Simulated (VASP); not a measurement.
# Cu (Fm-3m) in VASP: single point with PBE

Aim: the single point of Cu with PBE.

All numbers are computed with VASP 6.6.1; they aren't measurements. Logs are shortened: lines on timing, memory, paths and dates and some standing lists are left out, and cuts for length are marked.

### 1 The cell of the first run

Symmetry: Fm-3m, No. 225, cubic system. The conventional cell has a = 3.630 Å, b = 3.630 Å, c = 3.630 Å, α = 90.00°, β = 90.00°, γ = 90.00°. Cu (site symmetry m-3m) has 12 Cu at 2.57 Å within 3.4 Å.

### 2 Single point, PBE

Input file INCAR:

```
PREC = Accurate
ENCUT = 520
EDIFF = 1E-6
ISMEAR = 1
SIGMA = 0.1
LREAL = Auto
LASPH = True
NELM = 60
ALGO = Normal
ISIF = 2
LWAVE = False
LCHARG = True
GGA = PE
LELF = True
LVHAR = True
NBANDS = 168
```

Input file KPOINTS:

```
Automatic mesh
0
Gamma
  4 4 4
```

Input file POSCAR:

```
Cu
1.0
    0.0000000000      5.4445723423      5.4445723423
    5.4445723423      0.0000000000      5.4445723423
    5.4445723423      5.4445723423      0.0000000000
Cu
27
Direct
    0.0000000000      0.0000000000      0.0000000000
    0.0000000000      0.0000000000      0.3333333333
    0.0000000000      0.0000000000      0.6666666667
    0.0000000000      0.3333333333      0.0000000000
    0.0000000000      0.3333333333      0.3333333333
    0.0000000000      0.3333333333      0.6666666667
    0.0000000000      0.6666666667      0.0000000000
    0.0000000000      0.6666666667      0.3333333333
    0.0000000000      0.6666666667      0.6666666667
    0.3333333333      0.0000000000      0.0000000000
    0.3333333333      0.0000000000      0.3333333333
    0.3333333333      0.0000000000      0.6666666667
    0.3333333333      0.3333333333      0.0000000000
    0.3333333333      0.3333333333      0.3333333333
    0.3333333333      0.3333333333      0.6666666667
    0.3333333333      0.6666666667      0.0000000000
    0.3333333333      0.6666666667      0.3333333333
    0.3333333333      0.6666666667      0.6666666667
    0.6666666667      0.0000000000      0.0000000000
    0.6666666667      0.0000000000      0.3333333333
    0.6666666667      0.0000000000      0.6666666667
    0.6666666667      0.3333333333      0.0000000000
    0.6666666667      0.3333333333      0.3333333333
    0.6666666667      0.3333333333      0.6666666667
    0.6666666667      0.6666666667      0.0000000000
    0.6666666667      0.6666666667      0.3333333333
    0.6666666667      0.6666666667      0.6666666667
```

Potentials or basis: VASP PAW PBE potentials, release 64 (Cu).

On the command line:

```console
$ cat potpaw_PBE.64/Cu/POTCAR > POTCAR
$ mpirun -np 1 vasp_std > vasp.out
```

OUTCAR:

```text
PREC = Accurate
   ENCUT = 520
   EDIFF = 1E-6
   ISMEAR = 1
   LREAL = Auto
   LASPH = True
   NELM = 60
   ISIF = 2
   GGA = PE

 ion  position               nearest neighbor table
   1  0.000  0.000  0.000-   2 2.57   3 2.57   4 2.57   6 2.57   7 2.57   8 2.57  10 2.57  12 2.57
                            16 2.57  19 2.57  20 2.57  22 2.57
   2  0.000  0.000  0.333-   1 2.57   4 2.57   5 2.57   8 2.57  10 2.57  11 2.57  17 2.57  20 2.57
                            23 2.57  21 2.57   9 2.57   3 2.57
   3  0.000  0.000  0.667-   1 2.57   6 2.57   7 2.57   9 2.57  12 2.57  18 2.57  19 2.57  21 2.57
                            24 2.57  11 2.57   5 2.57   2 2.57
   4  0.000  0.333  0.000-   1 2.57   2 2.57   5 2.57   6 2.57  10 2.57  13 2.57  15 2.57  22 2.57
                            23 2.57   9 2.57  25 2.57   7 2.57
   5  0.000  0.333  0.333-   2 2.57   4 2.57  11 2.57  13 2.57  14 2.57  23 2.57   3 2.57   7 2.57
                            24 2.57  26 2.57   6 2.57   8 2.57
   6  0.000  0.333  0.667-   1 2.57   3 2.57   4 2.57  12 2.57  15 2.57  22 2.57  24 2.57  14 2.57
                            27 2.57   5 2.57   8 2.57   9 2.57
   7  0.000  0.667  0.000-   1 2.57   3 2.57   8 2.57   9 2.57  16 2.57  18 2.57  19 2.57  25 2.57
                            26 2.57  13 2.57   5 2.57   4 2.57
   8  0.000  0.667  0.333-   1 2.57   2 2.57   7 2.57  16 2.57  17 2.57  20 2.57  26 2.57  14 2.57
                            27 2.57   6 2.57   5 2.57   9 2.57
   9  0.000  0.667  0.667-   3 2.57   7 2.57  18 2.57  21 2.57  25 2.57  27 2.57   4 2.57   2 2.57
                            15 2.57  17 2.57   6 2.57   8 2.57
  10  0.333  0.000  0.000-   1 2.57   2 2.57   4 2.57  11 2.57  12 2.57  13 2.57  15 2.57  16 2.57
                            17 2.57  21 2.57  25 2.57  19 2.57
  11  0.333  0.000  0.333-   2 2.57   5 2.57  10 2.57  13 2.57  14 2.57  17 2.57   3 2.57  18 2.57
                            19 2.57  26 2.57  20 2.57  12 2.57
[... 36 lines left out ...]
  Lattice vectors:

 A1 = (   0.0000000000,   5.4445723423,   5.4445723423)
 A2 = (   5.4445723423,   0.0000000000,   5.4445723423)
 A3 = (   5.4445723423,   5.4445723423,   0.0000000000)

Analysis of symmetry for initial positions (statically):
=====================================================================
 Subroutine PRICEL returns following result:

  LATTYP: Found a face centered cubic cell.
 ALAT       =     3.6297148945

  Lattice vectors:

 A1 = (   0.0000000000,   1.8148574473,   1.8148574473)
 A2 = (   1.8148574473,   0.0000000000,   1.8148574473)
 A3 = (   1.8148574473,   1.8148574473,   0.0000000000)

  27 primitive cells build up your supercell.

 Routine SETGRP: Setting up the symmetry group for a
 face centered cubic supercell.

 Subroutine GETGRP returns: Found 48 space group operations
 (whereof 48 operations were pure point group operations)
 out of a pool of 48 trial point group operations.

The static configuration has the point symmetry O_h .

Analysis of symmetry for dynamics (positions and initial velocities):
=====================================================================
 Subroutine PRICEL returns following result:

  LATTYP: Found a face centered cubic cell.
 ALAT       =     3.6297148945

  Lattice vectors:

 A1 = (   0.0000000000,   1.8148574473,   1.8148574473)
 A2 = (   1.8148574473,   0.0000000000,   1.8148574473)
 A3 = (   1.8148574473,   1.8148574473,   0.0000000000)

  27 primitive cells build up your supercell.

 Routine SETGRP: Setting up the symmetry group for a
 face centered cubic supercell.

 Subroutine GETGRP returns: Found 48 space group operations
 (whereof 48 operations were pure point group operations)
 out of a pool of 48 trial point group operations.

The dynamic configuration has the point symmetry O_h .

 Subroutine INISYM returns: Found 48 space group operations
 (whereof 48 operations are pure point group operations),
 and found    27 'primitive' translations

----------------------------------------------------------------------------------------

                                     Primitive cell

  volume of cell :      11.9552

  direct lattice vectors                    reciprocal lattice vectors
     0.000000000  1.814857447  1.814857447    -0.275503732  0.275503732  0.275503732
     1.814857447  0.000000000  1.814857447     0.275503732 -0.275503732  0.275503732
     1.814857447  1.814857447  0.000000000     0.275503732  0.275503732 -0.275503732

  length of vectors
     2.566596016  2.566596016  2.566596016     0.477186462  0.477186462  0.477186462

  position of ions in fractional coordinates (direct lattice)
     0.000000000  0.000000000  0.000000000

  ion indices of the primitive-cell ions
   primitive index   ion index
                 1           1

----------------------------------------------------------------------------------------

 KPOINTS: Automatic mesh

Automatic generation of k-mesh.
 Grid dimensions read from file:
 generate k-points for:    4    4    4

 Generating k-lattice:

  Cartesian coordinates                     Fractional coordinates (reciprocal lattice)
    -0.022958644  0.022958644  0.022958644     0.250000000  0.000000000  0.000000000
     0.022958644 -0.022958644  0.022958644     0.000000000  0.250000000  0.000000000
     0.022958644  0.022958644 -0.022958644     0.000000000  0.000000000  0.250000000

  Length of vectors
     0.039765538  0.039765538  0.039765538

  Shift w.r.t. Gamma in fractional coordinates (k-lattice)
     0.000000000  0.000000000  0.000000000

 Subroutine IBZKPT returns following result:
 ===========================================

 Found      8 irreducible k-points:

 Following reciprocal coordinates:
            Coordinates               Weight
  0.000000  0.000000  0.000000      1.000000
  0.250000  0.000000  0.000000      8.000000
  0.500000  0.000000  0.000000      4.000000
  0.250000  0.250000  0.000000      6.000000
  0.500000  0.250000  0.000000     24.000000
 -0.250000  0.250000  0.000000     12.000000
  0.500000  0.500000  0.000000      3.000000
 -0.250000  0.500000  0.250000      6.000000
   k-points           NKPTS =      8   k-points in BZ     NKDIM =      8   number of bands    NBANDS=    168
   number of dos      NEDOS =    301   number of ions     NIONS =     27
   total plane-waves  NPLWV = 216000
   dimension x,y,z NGX =    60 NGY =   60 NGZ =   60
   dimension x,y,z NGXF=   120 NGYF=  120 NGZF=  120
   ions per type =              27
   NGX,Y,Z   is equivalent  to a cutoff of  12.95, 12.95, 12.95 a.u.
   NGXF,Y,Z  is equivalent  to a cutoff of  25.91, 25.91, 25.91 a.u.
 SYSTEM =  unknown system
   PREC   = accura    normal or accurate (medium, high low for compatibility)
   ISTART =      0    job   : 0-new  1-cont  2-samecut
   ICHARG =      2    charge: 1-file 2-atom 10-const
   ISPIN  =      1    spin polarized calculation?
   LNONCOLLINEAR =      F non collinear calculations
   LSORBIT =      F    spin-orbit coupling
   LASPH  =      T    aspherical Exc in radial PAW
   ENCUT  =  520.0 eV  38.22 Ry    6.18 a.u.  14.32 14.32 14.32*2*pi/ulx,y,z
   NELM   =     60;   NELMIN=  2; NELMDL= -5     # of ELM steps
   EDIFF  = 0.1E-05   stopping-criterion for ELM
   LREAL  =      T    real-space projection
   EDIFFG = 0.1E-04   stopping-criterion for IOM
   NSW    =      0    number of steps for IOM
   IBRION =     -1    ionic relax: 0-MD 1-quasi-New 2-CG
   NFREE  =      0    steps in history (QN), initial steepest desc. (CG)
   ISIF   =      2    stress and relaxation
   ISYM   =      2    0-nonsym 1-usesym 2-fastsym
   POTIM  = 0.5000    time-step for ionic-motion
   TEBEG  =    0.0;   TEEND  =   0.0 temperature during run
   PSTRESS=    0.0 pullay stress
   NELECT =     297.0000    total number of electrons
   NUPDOWN=      -1.0000    fix difference up-down
   EMIN   =  10.00;   EMAX   =-10.00  energy-range for DOS
   EFERMI =   0.00;   METHOD = LEGACY
   ISMEAR =     1;   SIGMA  =   0.10  broadening in eV -4-tet -1-fermi 0-gaus
   EFERMI_NEDOS =   21; number of points for ismear=-14 and -15
   IALGO  =     38    algorithm
   IMIX   =      4    mixing-type and parameters
     AMIX     =   0.40;   BMIX     =  1.00
     AMIX_MAG =   1.60;   BMIX_MAG =  1.00
  volume/ion in A,a.u.               =      11.96        80.68
  Fermi-wavevector in a.u.,A,eV,Ry     =   1.592282  3.008976 34.495676  2.535361
  Thomas-Fermi vector in A             =   2.690691
   LORBIT       =      0    0 simple, 1 ext, 2 COOP (PROOUT), +10 PAW based schemes
   GGA     = PE    functional components
   LHFCALC =     F    Hartree Fock is set to
   AEXX    =    0.0000 exact exchange contribution
   IVDW    =     0    specifies the selected vdW correction
   LEPSILON=     F    determine dielectric tensor
   LRPA    =     F    only Hartree local field effects (RPA)
 non-spin polarized calculation
 Methfessel and Paxton  Order N= 1 SIGMA  =   0.10
  energy-cutoff  :      520.00
  volume of cell :      322.79
 maximum number of plane-waves:      8728
 NGX is ok and might be reduce to    60
   NGX = 29   NGY = 29   NGZ = 29

 number of electron     296.9999929 magnetization

 Free energy of the ion-electron system (eV)
  ---------------------------------------------------
  ext. energy  EPLUGINS =         0.00000000
  ---------------------------------------------------
  free energy    TOTEN  =      -100.56299297 eV

  energy without entropy =     -100.57202876  energy(sigma->0) =     -100.56600490

 E-fermi :   7.3410     XC(G=0): -12.6562

 val. band max:        7.3377157949   @ k =   0.2500   0.2500   0.0000
 cond. band min:       7.3452861073   @ k =   0.5000   0.5000   0.0000
 fundamental gap:      0.0075703124
 Fermi energy:         7.3410272830

 k-point     1 :       0.0000    0.0000    0.0000
  band No.  band energies     occupation
      1      -1.8244      2.00000
      2       1.5182      2.00000
      3       1.5182      2.00000
      4       1.5182      2.00000
      5       1.5182      2.00000
      6       1.5182      2.00000
[... 1293 lines left out ...]
    159       9.4917      0.00000
    160       9.7311      0.00000
 [bands above 160 left out]

------------------------ aborting loop because EDIFF is reached ----------------------------------------

  FORCE on cell =-STRESS in cart. coord.  units (eV):
  Direction    XX          YY          ZZ          XY          YZ          ZX
  --------------------------------------------------------------------------------------
  -------------------------------------------------------------------------------------
  Total        0.8072549      0.8072549      0.8072549      0.0000000      0.0000000      0.0000000
  in kB        4.0068213      4.0068213      4.0068213      0.0000000      0.0000000      0.0000000
  external PRESSURE =       4.0068213 kB  Pullay stress =       0.0000000 kB

 VOLUME and BASIS-vectors are now :
 -----------------------------------------------------------------------------
  energy-cutoff  :      520.00
  volume of cell :      322.79
      direct lattice vectors                 reciprocal lattice vectors
     0.000000000  5.444572342  5.444572342    -0.091834577  0.091834577  0.091834577
     5.444572342  0.000000000  5.444572342     0.091834577 -0.091834577  0.091834577
     5.444572342  5.444572342  0.000000000     0.091834577  0.091834577 -0.091834577

 POSITION                                       TOTAL-FORCE (eV/Angst)
 -----------------------------------------------------------------------------------
      0.00000      0.00000      0.00000        -0.000000      0.000000     -0.000000
      1.81486      1.81486      0.00000         0.000000     -0.000000      0.000000
      3.62971      3.62971      0.00000        -0.000000      0.000000      0.000000
      1.81486      0.00000      1.81486        -0.000000      0.000000      0.000000
      3.62971      1.81486      1.81486         0.000000     -0.000000     -0.000000
      5.44457      3.62971      1.81486        -0.000000     -0.000000      0.000000
[... 19 lines left out ...]
      5.44457      5.44457      7.25943         0.000000      0.000000      0.000000
      7.25943      7.25943      7.25943         0.000000      0.000000     -0.000000
 -----------------------------------------------------------------------------------
    total drift:                                0.000000      0.000000      0.000000

  FREE ENERGIE OF THE ION-ELECTRON SYSTEM (eV)
  ---------------------------------------------------
  free  energy   TOTEN  =      -100.5629929746 eV

  energy  without entropy=     -100.5720287582  energy(sigma->0) =     -100.56600490
```

Run time: 31 min. Hardware: 1 thread of Oxide Virtual Turin-like, shared host; peak memory 0.6 GiB.

What came out:

| Quantity | Value |
| --- | --- |
| Free energy | -100.5630 eV |
| Pressure | 0.4 GPa |
| Band gap on the k mesh | zero (an odd number of electrons rules out a gap without spin polarisation) |
